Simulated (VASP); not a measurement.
# Na2Cl (R-3m) in VASP: single point with r2SCAN

Aim: the single point of Na2Cl with r2SCAN.

All numbers are computed with VASP 6.6.1; they aren't measurements. Logs are shortened: lines on timing, memory, paths and dates and some standing lists are left out, and cuts for length are marked.

### Step 1. The cell of the first run

Symmetry: R-3m, No. 166, trigonal system. Conventional cell: a = 3.866 Å, b = 3.866 Å, c = 20.155 Å, α = 90.00°, β = 90.00°, γ = 120.00°. Na (site symmetry 3m) has 3 Cl at 2.81 Å within 3.7 Å. Cl (site symmetry -3m) has 6 Na at 2.81 Å within 3.7 Å.

### Step 2. Single point, r2SCAN

Input file POSCAR:

```
Na2Cl
1.0
    1.9331941427      1.1161301587      6.7184248206
   -1.9331941427      1.1161301587      6.7184248206
    0.0000000000     -2.2322603173      6.7184248206
Na Cl
2 1
Direct
    0.7511984351      0.7511984351      0.7511984351
    0.2488015649      0.2488015649      0.2488015649
    0.0000000000      0.0000000000      0.0000000000
```

Input file INCAR.step1:

```
  PREC = Accurate
  ENCUT = 550
  ISMEAR = -1
  SIGMA = 0.1
  LREAL = False
  LASPH = True
  NELM = 120
  NBANDS = 18
  GGA = PE
  ALGO = Normal
  EDIFF = 1E-5
  LWAVE = True
  LCHARG = False
  GGA_COMPAT = False
```

Input file INCAR.step2:

```
  PREC = Accurate
  ENCUT = 550
  EDIFF = 1E-6
  ISMEAR = -1
  SIGMA = 0.1
  LREAL = False
  LASPH = True
  NELM = 120
  ALGO = Normal
  ISIF = 2
  LWAVE = False
  LCHARG = False
  METAGGA = R2SCAN
  LMIXTAU = True
  NBANDS = 18
  ISTART = 1
  GGA_COMPAT = False
```

Input file KPOINTS:

```
Automatic mesh
0
Gamma
  8 8 8
```

Potentials or basis: VASP PAW PBE potentials, release 64 (Na_pv, Cl).

The run is started by

```bash
> cat potpaw_PBE.64/Na_pv/POTCAR potpaw_PBE.64/Cl/POTCAR > POTCAR
> cp INCAR.step1 INCAR
> mpirun -np 1 vasp_std > vasp.out
> cp INCAR.step2 INCAR
> mpirun -np 1 vasp_std > vasp.out
```

OUTCAR:

```text
PREC = Accurate
   ENCUT = 550
   EDIFF = 1E-6
   ISMEAR = -1
   LREAL = False
   LASPH = True
   NELM = 120
   ISIF = 2
   METAGGA = R2SCAN
   ISTART = 1

 ion  position               nearest neighbor table
   1  0.751  0.751  0.751-
   2  0.249  0.249  0.249-
   3  0.000  0.000  0.000-

  LATTYP: Found a trigonal (rhomboedric) cell.
 ALAT       =     7.0795634184
 COS(alpha) =     0.8508689815

  Lattice vectors:

 A1 = (   1.9331941427,   1.1161301587,   6.7184248206)
 A2 = (  -1.9331941427,   1.1161301587,   6.7184248206)
 A3 = (   0.0000000000,  -2.2322603173,   6.7184248206)

Analysis of symmetry for initial positions (statically):
=====================================================================
 Subroutine PRICEL returns:
 Original cell was already a primitive cell.

 Routine SETGRP: Setting up the symmetry group for a
 trigonal (rhombohedral) supercell.

 Subroutine GETGRP returns: Found 12 space group operations
 (whereof 12 operations were pure point group operations)
 out of a pool of 12 trial point group operations.

The static configuration has the point symmetry D_3d.

Analysis of symmetry for dynamics (positions and initial velocities):
=====================================================================
 Subroutine PRICEL returns:
 Original cell was already a primitive cell.

 Routine SETGRP: Setting up the symmetry group for a
 trigonal (rhombohedral) supercell.

 Subroutine GETGRP returns: Found 12 space group operations
 (whereof 12 operations were pure point group operations)
 out of a pool of 12 trial point group operations.

The dynamic configuration has the point symmetry D_3d.

 Subroutine INISYM returns: Found 12 space group operations
 (whereof 12 operations are pure point group operations),
 and found     1 'primitive' translations

----------------------------------------------------------------------------------------

                                     Primitive cell

  volume of cell :      86.9779

  direct lattice vectors                    reciprocal lattice vectors
     1.933194143  1.116130159  6.718424821     0.258639310  0.149325476  0.049614804
    -1.933194143  1.116130159  6.718424821    -0.258639310  0.149325476  0.049614804
     0.000000000 -2.232260317  6.718424821     0.000000000 -0.298650951  0.049614804

  length of vectors
     7.079563418  7.079563418  7.079563418     0.302744148  0.302744148  0.302744148

  position of ions in fractional coordinates (direct lattice)
     0.751198435  0.751198435  0.751198435
     0.248801565  0.248801565  0.248801565
     0.000000000  0.000000000  0.000000000

  ion indices of the primitive-cell ions
   primitive index   ion index
                 1           1
                 2           2
                 3           3

----------------------------------------------------------------------------------------

 KPOINTS: Automatic mesh

Automatic generation of k-mesh.
 Grid dimensions read from file:
 generate k-points for:    8    8    8

 Generating k-lattice:

  Cartesian coordinates                     Fractional coordinates (reciprocal lattice)
     0.032329914  0.018665684  0.006201851     0.125000000 -0.000000000  0.000000000
    -0.032329914  0.018665684  0.006201851    -0.000000000  0.125000000  0.000000000
     0.000000000 -0.037331369  0.006201851     0.000000000  0.000000000  0.125000000

  Length of vectors
     0.037843019  0.037843019  0.037843019

  Shift w.r.t. Gamma in fractional coordinates (k-lattice)
     0.000000000  0.000000000  0.000000000

 Subroutine IBZKPT returns following result:
 ===========================================

 Found     65 irreducible k-points:

 Following reciprocal coordinates:
            Coordinates               Weight
  0.000000  0.000000  0.000000      1.000000
  0.125000  0.000000 -0.000000      6.000000
  0.250000  0.000000 -0.000000      6.000000
  0.375000  0.000000 -0.000000      6.000000
  0.500000  0.000000 -0.000000      3.000000
  0.125000  0.125000 -0.000000      6.000000
[... 16 lines left out ...]
  0.250000  0.125000  0.125000      6.000000
  0.375000  0.125000  0.125000      6.000000
 [... further k-points ...]
   k-points           NKPTS =     65   k-points in BZ     NKDIM =     65   number of bands    NBANDS=     18
   number of dos      NEDOS =    301   number of ions     NIONS =      3
   total plane-waves  NPLWV = 157464
   dimension x,y,z NGX =    54 NGY =   54 NGZ =   54
   dimension x,y,z NGXF=   108 NGYF=  108 NGZF=  108
   ions per type =               2   1
   NGX,Y,Z   is equivalent  to a cutoff of  12.68, 12.68, 12.68 a.u.
   NGXF,Y,Z  is equivalent  to a cutoff of  25.36, 25.36, 25.36 a.u.
 SYSTEM =  unknown system
   PREC   = accura    normal or accurate (medium, high low for compatibility)
   ISTART =      1    job   : 0-new  1-cont  2-samecut
   ICHARG =      0    charge: 1-file 2-atom 10-const
   ISPIN  =      1    spin polarized calculation?
   LNONCOLLINEAR =      F non collinear calculations
   LSORBIT =      F    spin-orbit coupling
   LASPH  =      T    aspherical Exc in radial PAW
   ENCUT  =  550.0 eV  40.42 Ry    6.36 a.u.  13.54 13.54 13.54*2*pi/ulx,y,z
   NELM   =    120;   NELMIN=  2; NELMDL=  0     # of ELM steps
   EDIFF  = 0.1E-05   stopping-criterion for ELM
   LREAL  =      F    real-space projection
   EDIFFG = 0.1E-04   stopping-criterion for IOM
   NSW    =      0    number of steps for IOM
   IBRION =     -1    ionic relax: 0-MD 1-quasi-New 2-CG
   NFREE  =      0    steps in history (QN), initial steepest desc. (CG)
   ISIF   =      2    stress and relaxation
   ISYM   =      2    0-nonsym 1-usesym 2-fastsym
   POTIM  = 0.5000    time-step for ionic-motion
   TEBEG  =    0.0;   TEEND  =   0.0 temperature during run
   PSTRESS=    0.0 pullay stress
   NELECT =      21.0000    total number of electrons
   NUPDOWN=      -1.0000    fix difference up-down
   EMIN   =  10.00;   EMAX   =-10.00  energy-range for DOS
   EFERMI =   0.00;   METHOD = LEGACY
   ISMEAR =    -1;   SIGMA  =   0.10  broadening in eV -4-tet -1-fermi 0-gaus
   EFERMI_NEDOS =   21; number of points for ismear=-14 and -15
   IALGO  =     38    algorithm
   IMIX   =      4    mixing-type and parameters
     AMIX     =   0.40;   BMIX     =  1.00
     AMIX_MAG =   1.60;   BMIX_MAG =  1.00
  volume/ion in A,a.u.               =      28.99       195.65
  Fermi-wavevector in a.u.,A,eV,Ry     =   1.019401  1.926388 14.138872  1.039178
  Thomas-Fermi vector in A             =   2.152912
   LORBIT       =      0    0 simple, 1 ext, 2 COOP (PROOUT), +10 PAW based schemes
   METAGGA = R2SCAN    functional components
   LHFCALC =     F    Hartree Fock is set to
   AEXX    =    0.0000 exact exchange contribution
   IVDW    =     0    specifies the selected vdW correction
   LEPSILON=     F    determine dielectric tensor
   LRPA    =     F    only Hartree local field effects (RPA)
 non-spin polarized calculation
  energy-cutoff  :      550.00
  volume of cell :       86.98
 maximum number of plane-waves:      2576
   NGX = 27   NGY = 27   NGZ = 27

 number of electron      21.0000006 magnetization

 Free energy of the ion-electron system (eV)
  ---------------------------------------------------
  ext. energy  EPLUGINS =         0.00000000
  ---------------------------------------------------
  free energy    TOTEN  =       -17.03071131 eV

  energy without entropy =      -17.01073218  energy(sigma->0) =      -17.02072175

 E-fermi :   1.9000     XC(G=0):  -7.5827

 val. band max:        1.8790413833   @ k =  -0.2500  -0.2500   0.1250
 cond. band min:       1.9065455163   @ k =   0.3750   0.0000  -0.0000
 fundamental gap:      0.0275041330
 Fermi energy:         1.8999864443

 k-point     1 :       0.0000    0.0000    0.0000
  band No.  band energies     occupation
      1     -24.3811      2.00000
      2     -24.3811      2.00000
      3     -24.3794      2.00000
      4     -24.3794      2.00000
      5     -24.3773      2.00000
      6     -24.3546      2.00000
[... 10 lines left out ...]
     17      11.0525      0.00000
     18      11.0525      0.00000

 k-point     2 :       0.1250    0.0000   -0.0000
  band No.  band energies     occupation
      1     -24.3840      2.00000
      2     -24.3831      2.00000
      3     -24.3817      2.00000
      4     -24.3802      2.00000
      5     -24.3751      2.00000
      6     -24.3549      2.00000
[... 10 lines left out ...]
     17       9.9869      0.00000
     18      10.5274      0.00000

 k-point     3 :       0.2500    0.0000   -0.0000
  band No.  band energies     occupation
      1     -24.3918      2.00000
      2     -24.3901      2.00000
      3     -24.3832      2.00000
      4     -24.3820      2.00000
      5     -24.3707      2.00000
      6     -24.3557      2.00000
[... 10 lines left out ...]
     17      10.0847      0.00000
     18      10.2396      0.00000

 k-point     4 :       0.3750    0.0000   -0.0000
  band No.  band energies     occupation
      1     -24.3997      2.00000
      2     -24.3967      2.00000
      3     -24.3846      2.00000
      4     -24.3838      2.00000
      5     -24.3654      2.00000
      6     -24.3575      2.00000
[... 375 lines left out ...]
      4     -24.3795      2.00000
      5     -24.3765      2.00000
      6     -24.3555      2.00000
[... 10 lines left out ...]
     17      11.0583      0.00000
     18      11.0583      0.00000

 k-point    23 :       0.2500    0.1250    0.1250
  band No.  band energies     occupation
      1     -24.3845      2.00000
      2     -24.3827      2.00000
      3     -24.3814      2.00000
      4     -24.3805      2.00000
      5     -24.3738      2.00000
      6     -24.3561      2.00000
[... 10 lines left out ...]
     17      10.4050      0.00000
     18      10.4829      0.00000

 k-point    24 :       0.3750    0.1250    0.1250
  band No.  band energies     occupation
      1     -24.3924      2.00000
      2     -24.3897      2.00000
      3     -24.3826      2.00000
      4     -24.3825      2.00000
      5     -24.3691      2.00000
      6     -24.3570      2.00000
[... 10 lines left out ...]
     17       9.7876      0.00000
     18      10.7108      0.00000

 [... further k-points ...]

------------------------ aborting loop because EDIFF is reached ----------------------------------------

  FORCE on cell =-STRESS in cart. coord.  units (eV):
  Direction    XX          YY          ZZ          XY          YZ          ZX
  --------------------------------------------------------------------------------------
  -------------------------------------------------------------------------------------
  Total       -0.0522244     -0.0522244     -0.0292868      0.0000000     -0.0000000      0.0000000
  in kB       -0.9620005     -0.9620005     -0.5394769      0.0000000     -0.0000000      0.0000000
  external PRESSURE =      -0.8211593 kB  Pullay stress =       0.0000000 kB

 VOLUME and BASIS-vectors are now :
 -----------------------------------------------------------------------------
  energy-cutoff  :      550.00
  volume of cell :       86.98
      direct lattice vectors                 reciprocal lattice vectors
     1.933194143  1.116130159  6.718424821     0.258639310  0.149325476  0.049614804
    -1.933194143  1.116130159  6.718424821    -0.258639310  0.149325476  0.049614804
     0.000000000 -2.232260317  6.718424821     0.000000000 -0.298650951  0.049614804

 POSITION                                       TOTAL-FORCE (eV/Angst)
 -----------------------------------------------------------------------------------
      0.00000      0.00000     15.14061         0.000000     -0.000000     -0.018829
      0.00000      0.00000      5.01466         0.000000      0.000000      0.018829
      0.00000      0.00000      0.00000         0.000000     -0.000000      0.000000
 -----------------------------------------------------------------------------------
    total drift:                               -0.000000      0.000000     -0.000000

  FREE ENERGIE OF THE ION-ELECTRON SYSTEM (eV)
  ---------------------------------------------------
  free  energy   TOTEN  =       -17.0307113129 eV

  energy  without entropy=      -17.0107321843  energy(sigma->0) =      -17.02072175
```

Run time: 13 min. Hardware: 1 thread of AMD EPYC 9R45 (Zen 5), shared host; peak memory 0.43 GiB.

What came out:

```
Free energy            : -17.0307 eV
Pressure               : -0.1 GPa
Largest force          : 0.019 eV/Å
Band gap on the k mesh : zero (an odd number of electrons rules out a gap without spin polarisation)
```

Forces on the atoms (eV/Å):
```
Na   0.000  0.000 -0.019
Na   0.000  0.000  0.019
Cl   0.000  0.000  0.000
```

Levels at points of the mesh, in eV from the Fermi level:
```
           k point  band 7  band 8  band 9  band 10  band 11  band 12  band 13  band 14  band 15  band 16
(0.00, 0.00, 0.00)  -17.84   -6.01   -4.73    -4.73    -2.09     3.12     3.28     7.60     7.71     7.71
(0.50, 0.00, 0.00)  -17.59   -6.42   -5.56    -5.09     1.41     1.56     3.06     5.04     6.61     7.19
(0.50, 0.50, 0.00)  -17.59   -6.42   -5.58    -5.09     0.99     2.02     4.22     4.67     5.01     7.32
(0.50, 0.50, 0.50)  -17.84   -6.13   -4.73    -4.73    -1.31     1.03     4.52     7.48     7.65     7.65
```

Caveat: the PAW data sets were made with another functional, which shifts forces and pressure a little.

The gap in the log of VASP goes by the Fermi energy; the results here count the filled bands.